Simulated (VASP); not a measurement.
# LiF (Fm-3m) in VASP: a series of runs, part 2 of 2

VASP 6.6.1.

## 3. Single point, PBE (strain -0.025 along x and y, -0.025 along z)

INCAR reads:

```
SYSTEM = LiF
ALGO = Normal
EDIFF = 1E-6
ENCUT = 520
GGA = PE
ISIF = 2
ISMEAR = 0
LASPH = .True.
LCHARG = .False.
LREAL = .False.
LWAVE = .False.
NBANDS = 12
NELM = 60
PREC = Accurate
SIGMA = 0.05
```

KPOINTS reads:

```
k-points
0
Gamma
  10 10 10
  0 0 0
```

POSCAR reads:

```
LiF
1.0
    0.0000000000      1.9636500000      1.9636500000
    1.9636500000      0.0000000000      1.9636500000
    1.9636500000      1.9636500000      0.0000000000
Li F
1 1
Direct
    0.0000000000      0.0000000000      0.0000000000
    0.5000000000      0.5000000000      0.5000000000
```

Potentials or basis: VASP PAW PBE potentials, release 64 (Li_sv, F).

On the command line:

```sh
$ cat potpaw_PBE.64/Li_sv/POTCAR potpaw_PBE.64/F/POTCAR > POTCAR
$ mpirun -np 1 vasp_std > vasp.out
```

OUTCAR:

```text
SYSTEM = LiF
   EDIFF = 1E-6
   ENCUT = 520
   GGA = PE
   ISIF = 2
   ISMEAR = 0
   LASPH = .True.
   LREAL = .False.
   NELM = 60
   PREC = Accurate

 ion  position               nearest neighbor table
   1  0.000  0.000  0.000-   2 1.96   2 1.96   2 1.96   2 1.96   2 1.96   2 1.96
   2  0.500  0.500  0.500-   1 1.96   1 1.96   1 1.96   1 1.96   1 1.96   1 1.96

  LATTYP: Found a face centered cubic cell.
 ALAT       =     3.9273000000

  Lattice vectors:

 A1 = (   0.0000000000,   1.9636500000,   1.9636500000)
 A2 = (   1.9636500000,   0.0000000000,   1.9636500000)
 A3 = (   1.9636500000,   1.9636500000,   0.0000000000)

Analysis of symmetry for initial positions (statically):
=====================================================================
 Subroutine PRICEL returns:
 Original cell was already a primitive cell.

 Routine SETGRP: Setting up the symmetry group for a
 face centered cubic supercell.

 Subroutine GETGRP returns: Found 48 space group operations
 (whereof 48 operations were pure point group operations)
 out of a pool of 48 trial point group operations.

The static configuration has the point symmetry O_h .

Analysis of symmetry for dynamics (positions and initial velocities):
=====================================================================
 Subroutine PRICEL returns:
 Original cell was already a primitive cell.

 Routine SETGRP: Setting up the symmetry group for a
 face centered cubic supercell.

 Subroutine GETGRP returns: Found 48 space group operations
 (whereof 48 operations were pure point group operations)
 out of a pool of 48 trial point group operations.

The dynamic configuration has the point symmetry O_h .

 Subroutine INISYM returns: Found 48 space group operations
 (whereof 48 operations are pure point group operations),
 and found     1 'primitive' translations

----------------------------------------------------------------------------------------

                                     Primitive cell

  volume of cell :      15.1434

  direct lattice vectors                    reciprocal lattice vectors
     0.000000000  1.963650000  1.963650000    -0.254627861  0.254627861  0.254627861
     1.963650000  0.000000000  1.963650000     0.254627861 -0.254627861  0.254627861
     1.963650000  1.963650000  0.000000000     0.254627861  0.254627861 -0.254627861

  length of vectors
     2.777020462  2.777020462  2.777020462     0.441028393  0.441028393  0.441028393

  position of ions in fractional coordinates (direct lattice)
     0.000000000  0.000000000  0.000000000
     0.500000000  0.500000000  0.500000000

  ion indices of the primitive-cell ions
   primitive index   ion index
                 1           1
                 2           2

----------------------------------------------------------------------------------------

 KPOINTS: k-points

Automatic generation of k-mesh.
 Grid dimensions read from file:
 generate k-points for:   10   10   10

 Generating k-lattice:

  Cartesian coordinates                     Fractional coordinates (reciprocal lattice)
    -0.025462786  0.025462786  0.025462786     0.100000000  0.000000000  0.000000000
     0.025462786 -0.025462786  0.025462786     0.000000000  0.100000000  0.000000000
     0.025462786  0.025462786 -0.025462786     0.000000000  0.000000000  0.100000000

  Length of vectors
     0.044102839  0.044102839  0.044102839

  Shift w.r.t. Gamma in fractional coordinates (k-lattice)
     0.000000000  0.000000000  0.000000000

 Subroutine IBZKPT returns following result:
 ===========================================

 Found     47 irreducible k-points:

 Following reciprocal coordinates:
            Coordinates               Weight
  0.000000  0.000000  0.000000      1.000000
  0.100000  0.000000  0.000000      8.000000
  0.200000  0.000000  0.000000      8.000000
  0.300000  0.000000  0.000000      8.000000
  0.400000  0.000000  0.000000      8.000000
  0.500000  0.000000  0.000000      4.000000
[... 16 lines left out ...]
  0.300000  0.300000  0.000000      6.000000
  0.400000  0.300000  0.000000     24.000000
 [... further k-points ...]
   k-points           NKPTS =     47   k-points in BZ     NKDIM =     47   number of bands    NBANDS=     12
   number of dos      NEDOS =    301   number of ions     NIONS =      2
   total plane-waves  NPLWV =  13824
   dimension x,y,z NGX =    24 NGY =   24 NGZ =   24
   dimension x,y,z NGXF=    48 NGYF=   48 NGZF=   48
   ions per type =               1   1
   NGX,Y,Z   is equivalent  to a cutoff of  14.37, 14.37, 14.37 a.u.
   NGXF,Y,Z  is equivalent  to a cutoff of  28.74, 28.74, 28.74 a.u.
 SYSTEM =  LiF
   PREC   = accura    normal or accurate (medium, high low for compatibility)
   ISTART =      0    job   : 0-new  1-cont  2-samecut
   ICHARG =      2    charge: 1-file 2-atom 10-const
   ISPIN  =      1    spin polarized calculation?
   LNONCOLLINEAR =      F non collinear calculations
   LSORBIT =      F    spin-orbit coupling
   LASPH  =      T    aspherical Exc in radial PAW
   ENCUT  =  520.0 eV  38.22 Ry    6.18 a.u.   5.16  5.16  5.16*2*pi/ulx,y,z
   NELM   =     60;   NELMIN=  2; NELMDL= -5     # of ELM steps
   EDIFF  = 0.1E-05   stopping-criterion for ELM
   LREAL  =      F    real-space projection
   EDIFFG = 0.1E-04   stopping-criterion for IOM
   NSW    =      0    number of steps for IOM
   IBRION =     -1    ionic relax: 0-MD 1-quasi-New 2-CG
   NFREE  =      0    steps in history (QN), initial steepest desc. (CG)
   ISIF   =      2    stress and relaxation
   ISYM   =      2    0-nonsym 1-usesym 2-fastsym
   POTIM  = 0.5000    time-step for ionic-motion
   TEBEG  =    0.0;   TEEND  =   0.0 temperature during run
   PSTRESS=    0.0 pullay stress
   NELECT =      10.0000    total number of electrons
   NUPDOWN=      -1.0000    fix difference up-down
   EMIN   =  10.00;   EMAX   =-10.00  energy-range for DOS
   EFERMI =   0.00;   METHOD = LEGACY
   ISMEAR =     0;   SIGMA  =   0.05  broadening in eV -4-tet -1-fermi 0-gaus
   EFERMI_NEDOS =   21; number of points for ismear=-14 and -15
   IALGO  =     38    algorithm
   IMIX   =      4    mixing-type and parameters
     AMIX     =   0.40;   BMIX     =  1.00
     AMIX_MAG =   1.60;   BMIX_MAG =  1.00
  volume/ion in A,a.u.               =       7.57        51.10
  Fermi-wavevector in a.u.,A,eV,Ry     =   1.425610  2.694012 27.651991  2.032364
  Thomas-Fermi vector in A             =   2.545976
   LORBIT       =      0    0 simple, 1 ext, 2 COOP (PROOUT), +10 PAW based schemes
   GGA     = PE    functional components
   LHFCALC =     F    Hartree Fock is set to
   AEXX    =    0.0000 exact exchange contribution
   IVDW    =     0    specifies the selected vdW correction
   LEPSILON=     F    determine dielectric tensor
   LRPA    =     F    only Hartree local field effects (RPA)
 non-spin polarized calculation
 Gauss-broadening in eV      SIGMA  =   0.05
  energy-cutoff  :      520.00
  volume of cell :       15.14
 maximum number of plane-waves:       416
 NGX is ok and might be reduce to    24
   NGX = 11   NGY = 11   NGZ = 11

 number of electron      10.0000005 magnetization

 Free energy of the ion-electron system (eV)
  ---------------------------------------------------
  ext. energy  EPLUGINS =         0.00000000
  ---------------------------------------------------
  free energy    TOTEN  =        -9.59764660 eV

  energy without entropy =       -9.59764660  energy(sigma->0) =       -9.59764660

 E-fermi :  -0.1560     XC(G=0): -10.3582

 val. band max:       -0.5346877062   @ k =   0.0000   0.0000   0.0000
 cond. band min:       9.2628935553   @ k =   0.0000   0.0000   0.0000
 fundamental gap:      9.7975812615
 Fermi energy:        -0.1560023527

 k-point     1 :       0.0000    0.0000    0.0000
  band No.  band energies     occupation
      1     -41.3023      2.00000
      2     -20.7278      2.00000
      3      -0.5347      2.00000
      4      -0.5347      2.00000
      5      -0.5347      2.00000
      6       9.2629      0.00000
      7      24.4521      0.00000
      8      24.4521      0.00000
      9      24.4521      0.00000
     10      24.5456      0.00000
     11      24.5456      0.00000
     12      24.5456      0.00000
[... 331 lines left out ...]
 k-point    24 :       0.4000    0.3000    0.0000
  band No.  band energies     occupation
      1     -41.2195      2.00000
      2     -20.1173      2.00000
      3      -3.0948      2.00000
      4      -1.5106      2.00000
      5      -1.3862      2.00000
      6      13.2789      0.00000
      7      16.7265      0.00000
      8      18.8322      0.00000
      9      20.4848      0.00000
     10      21.5614      0.00000
     11      35.1662      0.00000
     12      35.7512      0.00000

 [... further k-points ...]
[... 5 lines left out ...]
  --------------------------------------------------------------------------------------
  -------------------------------------------------------------------------------------
  Total        0.7930237      0.7930237      0.7930237      0.0000000      0.0000000      0.0000000
  in kB       83.9024211     83.9024211     83.9024211      0.0000000      0.0000000      0.0000000
  external PRESSURE =      83.9024211 kB  Pullay stress =       0.0000000 kB

 VOLUME and BASIS-vectors are now :
 -----------------------------------------------------------------------------
  energy-cutoff  :      520.00
  volume of cell :       15.14
      direct lattice vectors                 reciprocal lattice vectors
     0.000000000  1.963650000  1.963650000    -0.254627861  0.254627861  0.254627861
     1.963650000  0.000000000  1.963650000     0.254627861 -0.254627861  0.254627861
     1.963650000  1.963650000  0.000000000     0.254627861  0.254627861 -0.254627861

 POSITION                                       TOTAL-FORCE (eV/Angst)
 -----------------------------------------------------------------------------------
      0.00000      0.00000      0.00000        -0.000000     -0.000000     -0.000000
      1.96365      1.96365      1.96365         0.000000      0.000000      0.000000
 -----------------------------------------------------------------------------------
    total drift:                               -0.000000     -0.000000      0.000000

  FREE ENERGIE OF THE ION-ELECTRON SYSTEM (eV)
  ---------------------------------------------------
  free  energy   TOTEN  =        -9.5976466006 eV

  energy  without entropy=       -9.5976466006  energy(sigma->0) =       -9.59764660
```

It took 12 s on 1 thread of Intel Xeon 6975P-C, shared host; peak memory 0.13 GiB.

Results:

```yaml
Free_energy: -9.5976 eV
Band_gap_on_the_k_mesh: 9.80 eV, direct
```

Levels at points of the mesh, in eV from the valence-band top:
```csv
k point,band 1,band 2,band 3,band 4,band 5,band 6,band 7,band 8,band 9,band 10
"(0.00, 0.00, 0.00)",-40.77,-20.19,0.00,0.00,0.00,9.80,24.99,24.99,24.99,25.08
"(0.50, 0.00, 0.00)",-40.69,-19.70,-2.75,-0.26,-0.26,11.18,17.67,19.51,19.51,31.77
"(0.50, 0.50, 0.00)",-40.67,-19.37,-3.35,-1.12,-1.12,15.55,16.83,18.40,21.16,21.16
```

Caveat: the cell differs from its parent crystal (strain -0.025 along x and y, -0.025 along z); the cutoff is under 1.25 times the usual one of these potentials, so pressure, stress and relaxed cells hold a basis-set (Pulay) error. A k mesh can miss the band edges.

## 4. Single point, PBE (strain +0.025 along x and y, +0.025 along z)

INCAR reads:

```
  PREC = Accurate
  ENCUT = 520
  EDIFF = 1E-6
  ISMEAR = 0
  SIGMA = 0.05
  LREAL = F
  LASPH = T
  NELM = 100
  ALGO = Normal
  ISIF = 2
  LWAVE = F
  LCHARG = F
  GGA = PE
  NBANDS = 12
```

KPOINTS reads:

```
regular mesh
0
Gamma
  10 10 10
```

POSCAR reads:

```
LiF
1.0
    0.0000000000      2.0643500000      2.0643500000
    2.0643500000      0.0000000000      2.0643500000
    2.0643500000      2.0643500000      0.0000000000
Li F
1 1
Direct
    0.0000000000      0.0000000000      0.0000000000
    0.5000000000      0.5000000000      0.5000000000
```

On the command line:

```sh
$ cat potpaw_PBE.64/Li_sv/POTCAR potpaw_PBE.64/F/POTCAR > POTCAR
$ mpirun -np 1 vasp_std > vasp.out
```

It took 14 s on 1 thread of Intel Xeon 6975P-C, shared host; peak memory 0.13 GiB.

It converged, with:

* Free energy: -9.6343 eV
* Band gap on the k mesh: 8.46 eV, direct

Levels at points of the mesh, in eV from the valence-band top:
| k point | band 1 | band 2 | band 3 | band 4 | band 5 | band 6 | band 7 | band 8 | band 9 | band 10 |
| --- | --- | --- | --- | --- | --- | --- | --- | --- | --- | --- |
| (0.00, 0.00, 0.00) | -41.10 | -19.78 | 0.00 | 0.00 | 0.00 | 8.46 | 23.00 | 23.00 | 23.00 | 23.60 |
| (0.50, 0.00, 0.00) | -41.06 | -19.40 | -2.30 | -0.20 | -0.20 | 10.39 | 15.88 | 18.30 | 18.30 | 29.06 |
| (0.50, 0.50, 0.00) | -41.05 | -19.18 | -2.70 | -0.89 | -0.89 | 14.13 | 16.12 | 16.57 | 19.38 | 19.38 |

Caveat: the cell differs from its parent crystal (strain +0.025 along x and y, +0.025 along z); the cutoff is under 1.25 times the usual one of these potentials, so pressure, stress and relaxed cells hold a basis-set (Pulay) error. A k mesh can miss the band edges.

## 5. Overview

```csv
cell,gap on the mesh (eV)
"a = 2.706 Å, angles 60.0°, 2 atoms",10.60
"a = 2.777 Å, angles 60.0°, 2 atoms",9.80
"a = 2.919 Å, angles 60.0°, 2 atoms",8.46
```

Alike in all rows: task single point; level PBE; potentials or basis VASP PAW PBE potentials, release 64 (Li_sv, F); no spin polarisation; k mesh 10 × 10 × 10; cutoff (eV) 520; smearing gaussian 0.05 eV.

Caveats: the cutoff is under 1.25 times the usual one of these potentials, so pressure, stress and relaxed cells hold a basis-set (Pulay) error.

Total energies depend on the potentials used, so only differences within one code and one set of settings carry meaning.
